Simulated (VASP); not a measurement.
# Mo6C in VASP: notebook

The runs below take Mo6C through single point, with PBE.

All numbers are computed with VASP 6.6.1; they aren't measurements. Logs are shortened: lines on timing, memory, paths and dates and some standing lists are left out, and cuts for length are marked.

## (1) The cell of the first run

The cell holds a slab with vacuum, 7 atoms: a = 4.470 Å, b = 4.470 Å, c = 19.760 Å, α = 90.00°, β = 90.00°, γ = 120.00°.

## (2) Single point, PBE

INCAR

```
SYSTEM = Mo6C
ALGO = Normal
DIPOL = 0.5 0.5 0.331
EDIFF = 1E-6
ENCUT = 520
GGA = PE
IDIPOL = 3
ISIF = 2
ISMEAR = 0
LASPH = .TRUE.
LCHARG = .FALSE.
LDIPOL = .TRUE.
LREAL = .FALSE.
LWAVE = .FALSE.
NBANDS = 53
NELM = 60
PREC = Accurate
SIGMA = 0.1
```

KPOINTS

```
k-points
0
G
  6 6 1
  0 0 0
```

POSCAR

```
Mo6C
1.0
    4.4695765307      0.0000000000      0.0000000000
   -2.2347882654      3.8707668198      0.0000000000
    0.0000000000      0.0000000000     19.7595667350
Mo C
6 1
Direct
    0.6666666667      0.3333333333      0.2024335884
    0.3333333333      0.6666666667      0.2486060831
    0.0000000000      0.0000000000      0.2947785777
    0.6666666667      0.3333333333      0.3368821116
    0.3333333333      0.6666666667      0.3779725564
    0.0000000000      0.0000000000      0.4180034333
    0.4444444444      0.1111111111      0.4400079141
```

Potentials or basis: VASP PAW PBE potentials, release 64 (Mo_sv, C).

Started as:

```
cat potpaw_PBE.64/Mo_sv/POTCAR potpaw_PBE.64/C/POTCAR > POTCAR
mpirun -np 1 vasp_std > vasp.out
```

OUTCAR:

```text
SYSTEM = Mo6C
   EDIFF = 1E-6
   ENCUT = 520
   GGA = PE
   ISIF = 2
   ISMEAR = 0
   LASPH = .TRUE.
   LREAL = .FALSE.
   NELM = 60
   PREC = Accurate

 ion  position               nearest neighbor table
   1  0.667  0.333  0.202-   4 2.66   2 2.74   2 2.74   2 2.74   3 3.16   3 3.16   3 3.16
   2  0.333  0.667  0.249-   5 2.56   3 2.74   3 2.74   3 2.74   1 2.74   1 2.74   1 2.74   4 3.11
                             4 3.11   4 3.11
   3  0.000  0.000  0.295-   6 2.43   4 2.71   4 2.71   4 2.71   2 2.74   2 2.74   2 2.74   5 3.06
                             5 3.06   5 3.06   1 3.16   1 3.16   1 3.16
   4  0.667  0.333  0.337-   7 2.27   1 2.66   5 2.71   5 2.71   5 2.71   3 2.71   3 2.71   3 2.71
                             6 3.04   6 3.04   6 3.04   2 3.11   2 3.11   2 3.11
   5  0.333  0.667  0.378-   7 2.17   2 2.56   6 2.70   6 2.70   6 2.70   4 2.71   4 2.71   4 2.71
                             3 3.06   3 3.06   3 3.06
   6  0.000  0.000  0.418-   7 1.84   3 2.43   5 2.70   5 2.70   5 2.70   4 3.04   4 3.04   4 3.04

   7  0.444  0.111  0.440-   6 1.84   5 2.17   4 2.27

  LATTYP: Found a hexagonal cell.
 ALAT       =     4.4695765307
 C/A-ratio  =     4.4209035463

  Lattice vectors:

 A1 = (   4.4695765307,   0.0000000000,   0.0000000000)
 A2 = (  -2.2347882654,   3.8707668198,   0.0000000000)
 A3 = (   0.0000000000,   0.0000000000,  19.7595667350)

Analysis of symmetry for initial positions (statically):
=====================================================================
 Subroutine PRICEL returns:
 Original cell was already a primitive cell.

 Routine SETGRP: Setting up the symmetry group for a
 hexagonal supercell.

 Subroutine GETGRP returns: Found  1 space group operations
 (whereof  1 operations were pure point group operations)
 out of a pool of 24 trial point group operations.

The static configuration has the point symmetry C_1 .

Analysis of symmetry for dynamics (positions and initial velocities):
=====================================================================
 Subroutine PRICEL returns:
 Original cell was already a primitive cell.

 Routine SETGRP: Setting up the symmetry group for a
 hexagonal supercell.

 Subroutine GETGRP returns: Found  1 space group operations
 (whereof  1 operations were pure point group operations)
 out of a pool of 24 trial point group operations.

The dynamic configuration has the point symmetry C_1 .

 Subroutine INISYM returns: Found  1 space group operations
 (whereof  1 operations are pure point group operations),
 and found     1 'primitive' translations

----------------------------------------------------------------------------------------

                                     Primitive cell

  volume of cell :     341.8541

  direct lattice vectors                    reciprocal lattice vectors
     4.469576531  0.000000000  0.000000000     0.223734842  0.129173371  0.000000000
    -2.234788265  3.870766820  0.000000000     0.000000000  0.258346743  0.000000000
     0.000000000  0.000000000 19.759566735     0.000000000  0.000000000  0.050608397

  length of vectors
     4.469576531  4.469576531 19.759566735     0.258346743  0.258346743  0.050608397

  position of ions in fractional coordinates (direct lattice)
     0.666666667  0.333333333  0.202433588
     0.333333333  0.666666667  0.248606083
     0.000000000  0.000000000  0.294778578
     0.666666667  0.333333333  0.336882112
     0.333333333  0.666666667  0.377972556
     0.000000000  0.000000000  0.418003433
     0.444444444  0.111111111  0.440007914

  ion indices of the primitive-cell ions
   primitive index   ion index
                 1           1
                 2           2
                 3           3
                 4           4
                 5           5
                 6           6
                 7           7

----------------------------------------------------------------------------------------

 KPOINTS: k-points

Automatic generation of k-mesh.
 Grid dimensions read from file:
 generate k-points for:    6    6    1

 Generating k-lattice:

  Cartesian coordinates                     Fractional coordinates (reciprocal lattice)
     0.037289140  0.021528895  0.000000000     0.166666667  0.000000000  0.000000000
     0.000000000  0.043057790  0.000000000     0.000000000  0.166666667  0.000000000
     0.000000000  0.000000000  0.050608397     0.000000000  0.000000000  1.000000000

  Length of vectors
     0.043057790  0.043057790  0.050608397

  Shift w.r.t. Gamma in fractional coordinates (k-lattice)
     0.000000000  0.000000000  0.000000000

 Subroutine IBZKPT returns following result:
 ===========================================

 Found     20 irreducible k-points:

 Following reciprocal coordinates:
            Coordinates               Weight
  0.000000  0.000000  0.000000      1.000000
  0.166667 -0.000000  0.000000      2.000000
  0.000000  0.166667  0.000000      2.000000
 -0.166667  0.166667  0.000000      2.000000
  0.333333  0.000000  0.000000      2.000000
  0.000000  0.333333  0.000000      2.000000
[... 12 lines left out ...]
  0.500000 -0.166667  0.000000      2.000000
  0.333333  0.333333  0.000000      2.000000
   k-points           NKPTS =     20   k-points in BZ     NKDIM =     20   number of bands    NBANDS=     53
   number of dos      NEDOS =    301   number of ions     NIONS =      7
   total plane-waves  NPLWV = 194400
   dimension x,y,z NGX =    36 NGY =   36 NGZ =  150
   dimension x,y,z NGXF=    72 NGYF=   72 NGZF=  300
   ions per type =               6   1
   NGX,Y,Z   is equivalent  to a cutoff of  13.39, 13.39, 12.62 a.u.
   NGXF,Y,Z  is equivalent  to a cutoff of  26.78, 26.78, 25.24 a.u.
 SYSTEM =  Mo6C
   PREC   = accura    normal or accurate (medium, high low for compatibility)
   ISTART =      0    job   : 0-new  1-cont  2-samecut
   ICHARG =      2    charge: 1-file 2-atom 10-const
   ISPIN  =      1    spin polarized calculation?
   LNONCOLLINEAR =      F non collinear calculations
   LSORBIT =      F    spin-orbit coupling
   LASPH  =      T    aspherical Exc in radial PAW
   ENCUT  =  520.0 eV  38.22 Ry    6.18 a.u.   8.31  8.31 36.74*2*pi/ulx,y,z
   NELM   =     60;   NELMIN=  2; NELMDL= -5     # of ELM steps
   EDIFF  = 0.1E-05   stopping-criterion for ELM
   LREAL  =      F    real-space projection
   EDIFFG = 0.1E-04   stopping-criterion for IOM
   NSW    =      0    number of steps for IOM
   IBRION =     -1    ionic relax: 0-MD 1-quasi-New 2-CG
   NFREE  =      0    steps in history (QN), initial steepest desc. (CG)
   ISIF   =      2    stress and relaxation
   ISYM   =      2    0-nonsym 1-usesym 2-fastsym
   POTIM  = 0.5000    time-step for ionic-motion
   TEBEG  =    0.0;   TEEND  =   0.0 temperature during run
   PSTRESS=    0.0 pullay stress
   NELECT =      88.0000    total number of electrons
   NUPDOWN=      -1.0000    fix difference up-down
   EMIN   =  10.00;   EMAX   =-10.00  energy-range for DOS
   EFERMI =   0.00;   METHOD = LEGACY
   ISMEAR =     0;   SIGMA  =   0.10  broadening in eV -4-tet -1-fermi 0-gaus
   EFERMI_NEDOS =   21; number of points for ismear=-14 and -15
   IALGO  =     38    algorithm
   IMIX   =      4    mixing-type and parameters
     AMIX     =   0.40;   BMIX     =  1.00
     AMIX_MAG =   1.60;   BMIX_MAG =  1.00
  volume/ion in A,a.u.               =      48.84       329.56
  Fermi-wavevector in a.u.,A,eV,Ry     =   1.041411  1.967981 14.756017  1.084537
  Thomas-Fermi vector in A             =   2.176030
   LORBIT       =      0    0 simple, 1 ext, 2 COOP (PROOUT), +10 PAW based schemes
   GGA     = PE    functional components
   LHFCALC =     F    Hartree Fock is set to
   AEXX    =    0.0000 exact exchange contribution
   IVDW    =     0    specifies the selected vdW correction
   LEPSILON=     F    determine dielectric tensor
   LRPA    =     F    only Hartree local field effects (RPA)
 non-spin polarized calculation
 Gauss-broadening in eV      SIGMA  =   0.10
  energy-cutoff  :      520.00
  volume of cell :      341.85
 maximum number of plane-waves:      9223
 NGX is ok and might be reduce to    36
   NGX = 17   NGY = 17   NGZ = 73

 dipolmoment           0.000000      0.000000     -0.031358 electrons x Angstroem

 number of electron      88.0000006 magnetization

 dipolmoment           0.000000      0.000000      0.103848 electrons x Angstroem

 Free energy of the ion-electron system (eV)
  ---------------------------------------------------
  ext. energy  EPLUGINS =         0.00000000
  ---------------------------------------------------
  free energy    TOTEN  =       -67.19034784 eV

  energy without entropy =      -67.16585103  energy(sigma->0) =      -67.17809943

 E-fermi :   0.7501     XC(G=0):  -4.9556

 val. band max:        0.6973048838   @ k =   0.5000  -0.1667   0.0000
 cond. band min:       0.7537588122   @ k =  -0.1667   0.3333   0.0000
 fundamental gap:      0.0564539284
 Fermi energy:         0.7501210202

 k-point     1 :       0.0000    0.0000    0.0000
  band No.  band energies     occupation
      1     -60.5229      2.00000
      2     -60.2839      2.00000
      3     -60.2503      2.00000
      4     -60.1371      2.00000
      5     -60.0502      2.00000
      6     -59.9284      2.00000
[... 45 lines left out ...]
     52       2.5276      0.00000
     53       2.7531      0.00000

 k-point     2 :       0.1667   -0.0000    0.0000
  band No.  band energies     occupation
      1     -60.5014      2.00000
      2     -60.2856      2.00000
      3     -60.2595      2.00000
      4     -60.1349      2.00000
      5     -60.0544      2.00000
      6     -59.9381      2.00000
[... 45 lines left out ...]
     52       2.5471      0.00000
     53       2.7715      0.00000

 k-point     3 :       0.0000    0.1667    0.0000
  band No.  band energies     occupation
      1     -60.5013      2.00000
      2     -60.2856      2.00000
      3     -60.2595      2.00000
      4     -60.1350      2.00000
      5     -60.0545      2.00000
      6     -59.9381      2.00000
[... 45 lines left out ...]
     52       2.6053      0.00000
     53       2.7596      0.00000
[... 841 lines left out ...]
 k-point    19 :       0.5000   -0.1667    0.0000
  band No.  band energies     occupation
      1     -60.3973      2.00000
      2     -60.3301      2.00000
      3     -60.2925      2.00000
      4     -60.1185      2.00000
      5     -60.0658      2.00000
      6     -59.9731      2.00000
[... 45 lines left out ...]
     52       2.5391      0.00000
     53       2.7973      0.00000

 k-point    20 :       0.3333    0.3333    0.0000
  band No.  band energies     occupation
      1     -60.3428      2.00000
      2     -60.3405      2.00000
      3     -60.3333      2.00000
      4     -60.1135      2.00000
      5     -60.0672      2.00000
      6     -59.9807      2.00000
[... 45 lines left out ...]
     52       2.3149      0.00000
     53       2.5843      0.00000

------------------------ aborting loop because EDIFF is reached ----------------------------------------

 vacuum level on the upper side and lower side of the slab       (xc-potential included)         0.475        -0.538

  FORCE on cell =-STRESS in cart. coord.  units (eV):
  Direction    XX          YY          ZZ          XY          YZ          ZX
  --------------------------------------------------------------------------------------
  -------------------------------------------------------------------------------------
  Total       -0.3468132     -2.2654644      0.9193360      1.3002090      0.3163008      1.3279910
  in kB       -1.6254192    -10.6176162      4.3086782      6.0937262      1.4824161      6.2239332
  external PRESSURE =      -2.6447858 kB  Pullay stress =       0.0000000 kB

 VOLUME and BASIS-vectors are now :
 -----------------------------------------------------------------------------
  energy-cutoff  :      520.00
  volume of cell :      341.85
      direct lattice vectors                 reciprocal lattice vectors
     4.469576531  0.000000000  0.000000000     0.223734842  0.129173371  0.000000000
    -2.234788265  3.870766820  0.000000000     0.000000000  0.258346743  0.000000000
     0.000000000  0.000000000 19.759566735     0.000000000  0.000000000  0.050608397

 POSITION                                       TOTAL-FORCE (eV/Angst)
 -----------------------------------------------------------------------------------
      2.23479      1.29026      4.00000         0.081602     -0.026380      1.683703
     -0.00000      2.58051      4.91235         0.046921      0.135729     -0.633042
      0.00000      0.00000      5.82470        -0.106646     -0.376795     -2.310363
      2.23479      1.29026      6.65664        -0.224183      0.455618     -0.381398
     -0.00000      2.58051      7.46857        -0.145056     -0.520863      0.305560
      0.00000      0.00000      8.25957        -2.180286      0.196432      1.308148
      1.73817      0.43009      8.69437         2.527648      0.136259      0.027392
 -----------------------------------------------------------------------------------
    total drift:                               -0.000038     -0.000015      0.000145

  FREE ENERGIE OF THE ION-ELECTRON SYSTEM (eV)
  ---------------------------------------------------
  free  energy   TOTEN  =       -67.1903478356 eV

  energy  without entropy=      -67.1658510300  energy(sigma->0) =      -67.17809943

 vacuum level on the upper side and lower side of the slab         5.376         4.289
```

Wall time 8.9 min (1 thread of Intel Xeon 6975P-C (Granite Rapids), shared host); peak memory 0.62 GiB.

What came out:

```
Free energy            : -67.1903 eV
Largest force          : 2.550 eV/Å
Band gap on the k mesh : zero (bands 44 and 45 overlap by 0.07 eV)
```

Forces in eV/Å, atoms in the order of the input:
```
Mo   0.082 -0.026  1.684
Mo   0.047  0.136 -0.633
Mo  -0.107 -0.377 -2.310
Mo  -0.224  0.456 -0.381
Mo  -0.145 -0.521  0.306
Mo  -2.180  0.196  1.308
C    2.528  0.136  0.027
```

## (3) Single point, PBE

INCAR

```
PREC = Accurate
ENCUT = 520
EDIFF = 1E-6
ISMEAR = 0
SIGMA = 0.1
LREAL = F
LASPH = T
NELM = 80
ALGO = Normal
ISIF = 2
LWAVE = F
LCHARG = T
LDIPOL = T
IDIPOL = 3
DIPOL = 0.5 0.5 0.339
GGA = PE
LELF = T
LVHAR = T
LVACPOTAV = T
NBANDS = 53
```

KPOINTS

```
regular mesh
0
Gamma
  6 6 1
```

POSCAR

```
Mo6C
1.0
    4.4695765307      0.0000000000      0.0000000000
   -2.2347882654      3.8707668198      0.0000000000
    0.0000000000      0.0000000000     19.7595667302
Mo C
6 1
Direct
    0.6666666667      0.3333333333      0.2024335885
    0.3333333333      0.6666666667      0.2486060831
    0.0000000000      0.0000000000      0.2947785778
    0.6666666667      0.3333333333      0.3368821123
    0.3333333333      0.6666666667      0.3779725567
    0.0000000000      0.0000000000      0.4180034331
    0.0000000000      0.2222222222      0.4921371994
```

Potentials or basis: VASP PAW PBE potentials, release 64 (Mo_sv, C).

Started as:

```
cat potpaw_PBE.64/Mo_sv/POTCAR potpaw_PBE.64/C/POTCAR > POTCAR
mpirun -np 1 vasp_std > vasp.out
```

It took 18 min on 1 thread of Intel Xeon Platinum 8259CL at 2.50GHz (Skylake/Cascade Lake), shared host; peak memory 0.62 GiB.

It converged, with:

- Free energy: -64.4516 eV
- Largest force: 3.221 eV/Å
- Band gap on the k mesh: zero (bands 44 and 45 overlap by 0.02 eV)

Forces on the atoms (eV/Å):
```
Mo   0.075 -0.018  2.096
Mo   0.004  0.042 -0.395
Mo  -0.266  0.195 -3.204
Mo  -0.141 -0.310 -1.008
Mo   0.227 -0.387  0.933
Mo   0.665 -0.697  1.514
C   -0.564  1.173  0.063
```

Levels at points of the mesh, in eV from the Fermi level:
```tsv
k point	band 40	band 41	band 42	band 43	band 44	band 45	band 46	band 47	band 48	band 49
(0.00, 0.00, 0.00)	-1.38	-1.23	-1.22	-0.91	-0.27	0.05	0.39	1.12	1.15	1.26
(0.50, 0.00, 0.00)	-1.43	-1.10	-0.80	-0.30	0.01	0.21	0.34	0.66	1.27	1.34
(0.00, 0.50, 0.00)	-1.43	-1.18	-0.67	-0.42	-0.11	0.12	0.17	0.55	1.17	1.46
(0.50, 0.50, 0.00)	-1.55	-1.10	-0.51	-0.38	-0.08	0.15	0.30	0.56	1.09	1.32
```

## (4) Single point, PBE

INCAR

```
SYSTEM = Mo6C
  ALGO = Normal
  DIPOL = 0.5 0.5 0.332
  EDIFF = 1E-7
  ENCUT = 520
  GGA = PE
  IDIPOL = 3
  ISIF = 2
  ISMEAR = 0
  LASPH = .True.
  LCHARG = .False.
  LDIPOL = .True.
  LREAL = .False.
  LWAVE = .False.
  NBANDS = 53
  NELM = 80
  PREC = Accurate
  SIGMA = 0.1
```

KPOINTS

```
k-points
0
Gamma
  6 6 1
  0 0 0
```

Edit POSCAR of step 3 so:

```diff
@@ -14,2 +14,2 @@
     0.0000000000      0.0000000000      0.4180034331
-    0.0000000000      0.2222222222      0.4921371994
+    0.0000000000      0.4444444444      0.4473571136
```

Started as:

```
cat potpaw_PBE.64/Mo_sv/POTCAR potpaw_PBE.64/C/POTCAR > POTCAR
mpirun -np 1 vasp_std > vasp.out
```

It took 19 min on 1 thread of Intel Xeon Platinum 8259CL at 2.50GHz (Skylake/Cascade Lake), shared host; peak memory 0.62 GiB.

The run converged. Its results:

| Quantity | Value |
| --- | --- |
| Free energy | -67.2305 eV |
| Largest force | 2.464 eV/Å |
| Band gap on the k mesh | zero (bands 44 and 45 overlap by 0.17 eV) |

Forces on the atoms (eV/Å):
```
Mo   0.162  0.072  1.919
Mo  -0.132 -0.040 -1.280
Mo   0.298  0.247 -1.653
Mo  -0.369 -0.414 -0.449
Mo   1.454  1.106 -1.015
Mo  -0.009 -0.344  2.440
C   -1.402 -0.626  0.038
```

Levels at points of the mesh, in eV from the Fermi level:
```csv
k point,band 40,band 41,band 42,band 43,band 44,band 45,band 46,band 47,band 48,band 49
"(0.00, 0.00, 0.00)",-1.41,-1.36,-1.21,-1.10,-0.66,-0.05,0.76,1.17,1.20,1.23
"(0.50, 0.00, 0.00)",-1.42,-1.29,-0.94,-0.46,-0.01,0.08,0.22,0.55,1.20,1.35
"(0.00, 0.50, 0.00)",-1.39,-1.21,-0.98,-0.16,-0.01,0.17,0.60,1.16,1.22,1.38
"(0.50, 0.50, 0.00)",-1.44,-1.28,-0.90,-0.20,-0.01,0.17,0.56,1.08,1.33,1.60
```

## (5) Single point, PBE

INCAR

```
SYSTEM = Mo6C
ALGO     = Normal         ! electronic algorithm
DIPOL    = 0.5 0.5 0.334
EDIFF    = 1E-7           ! SCF threshold, eV
ENCUT    = 520            ! plane-wave cutoff, eV
GGA      = PE             ! functional
IDIPOL   = 3            
ISIF     = 2              ! what is computed and relaxed
ISMEAR   = 0              ! smearing method
LASPH    = .True.         ! aspherical terms in the spheres
LCHARG   = .False.        ! write CHGCAR
LDIPOL   = .True.       
LREAL    = .False.        ! projectors in reciprocal space
LWAVE    = .False.        ! write WAVECAR
NBANDS   = 53             ! bands
NELM     = 100            ! most SCF steps
PREC     = Accurate       ! precision mode
SIGMA    = 0.1            ! smearing width, eV
```

KPOINTS is that of step 4.

Edit POSCAR of step 4 so:

```diff
@@ -14,2 +14,2 @@
     0.0000000000      0.0000000000      0.4180034331
-    0.0000000000      0.4444444444      0.4473571136
+    0.0000000000      0.6666666667      0.4626696528
```

Started as:

```
cat potpaw_PBE.64/Mo_sv/POTCAR potpaw_PBE.64/C/POTCAR > POTCAR
mpirun -np 1 vasp_std > vasp.out
```

It took 17 min on 1 thread of Intel Xeon Platinum 8259CL at 2.50GHz (Skylake/Cascade Lake), shared host; peak memory 0.62 GiB.

Results (log left out):

```yaml
Free_energy: -66.0372 eV
Largest_force: 5.062 eV/Å
Band_gap_on_the_k_mesh: zero (bands 44 and 45 overlap by 0.09 eV)
```

Forces on the atoms (eV/Å):
```
Mo   0.133  0.040  2.073
Mo  -0.169 -0.020 -0.819
Mo   0.418 -0.193 -2.812
Mo  -0.574 -0.147 -0.636
Mo  -0.090  0.420  1.002
Mo  -2.448  4.164  1.158
C    2.730 -4.263  0.034
```

Levels at points of the mesh, in eV from the Fermi level:
| k point | band 40 | band 41 | band 42 | band 43 | band 44 | band 45 | band 46 | band 47 | band 48 | band 49 |
| --- | --- | --- | --- | --- | --- | --- | --- | --- | --- | --- |
| (0.00, 0.00, 0.00) | -1.61 | -1.25 | -1.24 | -0.97 | -0.72 | 0.29 | 0.64 | 1.12 | 1.17 | 1.37 |
| (0.50, 0.00, 0.00) | -1.35 | -1.30 | -0.95 | -0.50 | -0.07 | 0.16 | 0.25 | 1.01 | 1.24 | 1.36 |
| (0.00, 0.50, 0.00) | -1.55 | -1.44 | -0.92 | -0.36 | -0.01 | 0.16 | 0.42 | 0.87 | 1.03 | 1.53 |
| (0.50, 0.50, 0.00) | -1.48 | -1.21 | -1.03 | -0.14 | -0.05 | 0.02 | 0.37 | 0.61 | 1.17 | 1.44 |

## (6) Overview

```csv
cell,gap on the mesh (eV),largest force (eV/Å)
"as given, atomic positions A",none,2.55
"as given, atomic positions B",none,3.22
"as given, atomic positions C",none,2.46
"as given, atomic positions D",none,5.06
```

Alike in all rows: task single point; level PBE; potentials or basis VASP PAW PBE potentials, release 64 (Mo_sv, C); no spin polarisation; k mesh 6 × 6 × 1; cutoff (eV) 520; smearing gaussian 0.1 eV.

Total energies depend on the potentials used, so only differences within one code and one set of settings carry meaning.
